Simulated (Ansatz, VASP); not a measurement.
# HfB: VASP beside Ansatz

```xyz
2
Lattice="-0.5006 2.0888 2.0888 2.0888 -0.5006 2.0888 2.0888 2.0888 -0.5006" Properties=species:S:1:pos:R:3 pbc="T T T"
Hf    1.8384    1.8384    1.8384
B     0.0000    0.0000    0.0000
```

Alike in both runs: task single point; functional PBE; k mesh 20 × 20 × 20; occupations gaussian, width 0.15 eV; no spin polarisation.

```csv
,VASP,Ansatz
version,VASP 6.6.1,Ansatz 0.2.0
potentials or method,"VASP PAW PBE potentials, release 64 (Hf_pv, B), cutoff 520 eV","scalar-relativistic, plane waves, PAW"
valence electrons in the cell,13,29
```

|  | VASP | Ansatz | Ansatz less VASP |
| --- | --- | --- | --- |
| gap on the k mesh at the Fermi level (eV) | none | none | - |
| pressure (GPa) | 27.8 | 27.6 | -0.19 |
| traceless stress, the component that is largest in VASP (GPa) | 4.73 | 5.00 | +0.275 |

A gap of «none» marks a metal or a gap that the smearing closes. VASP's potentials hold 13 valence electrons a cell and Ansatz's 29, so a difference there can come from the potentials and not from the codes.

Neither program's run includes spin-orbit coupling.
